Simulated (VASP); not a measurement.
## CuRe2: single point with PBE

CuRe2:

```xyz
3
Lattice="-1.5843 1.5843 4.1844 1.5843 -1.5843 4.1844 1.5843 1.5843 -4.1844" Properties=species:S:1:pos:R:3 pbc="T T T"
Cu    0.0000    0.0000    0.0000
Re    0.0000    0.0000    5.5951
Re    0.0000    0.0000    2.7738
```

```yaml
Program: VASP 6.6.1
Task: single point
Functional: PBE
Potentials_or_basis: VASP PAW PBE potentials, release 64 (Cu, Re)
Cutoff: 520 eV
k_mesh: 20 × 20 × 20
Occupations: gaussian, width 0.1 eV
Spin: no spin polarisation
Dipole_correction: no
Further_INCAR_settings: ALGO = Fast; EDIFF = 1e-07; NBANDS = 20
```

The pressure is -0.6 GPa and the largest force is 0.100 eV/Å. The band gap on the k mesh is zero (an odd number of electrons rules out a gap without spin polarisation).

Forces on the atoms (eV/Å):
```
Cu   0.000  0.000  0.000
Re   0.000  0.000  0.100
Re   0.000  0.000 -0.100
```

Stress tensor (GPa, compression positive):
```
-0.68  0.00  0.00
 0.00 -0.68  0.00
 0.00  0.00 -0.36
```

Levels at points of the mesh, in eV from the Fermi level:
| k point | band 9 | band 10 | band 11 | band 12 | band 13 | band 14 | band 15 | band 16 | band 17 | band 18 |
| --- | --- | --- | --- | --- | --- | --- | --- | --- | --- | --- |
| (0.00, 0.00, 0.00) | -1.44 | -0.99 | -0.91 | -0.91 | -0.63 | -0.63 | 0.13 | 2.70 | 4.36 | 6.35 |
| (0.50, 0.00, 0.00) | -2.53 | -2.07 | -1.39 | 0.39 | 0.67 | 0.88 | 2.19 | 2.50 | 2.61 | 2.84 |
| (0.50, 0.50, 0.00) | -2.58 | -2.58 | -0.46 | -0.36 | 1.64 | 1.74 | 1.86 | 1.87 | 4.41 | 5.41 |
| (0.50, 0.50, 0.50) | -2.03 | -2.03 | -1.60 | -1.35 | -0.28 | 2.10 | 2.10 | 2.88 | 3.04 | 6.69 |

Wall time 22 min on 1 thread of Intel(R) Xeon(R) Platinum 8488C (Sapphire Rapids), with other jobs on the host, peak memory 0.66 GiB.

Caveat: spin-orbit coupling is left out, which moves the levels of the heavy elements.
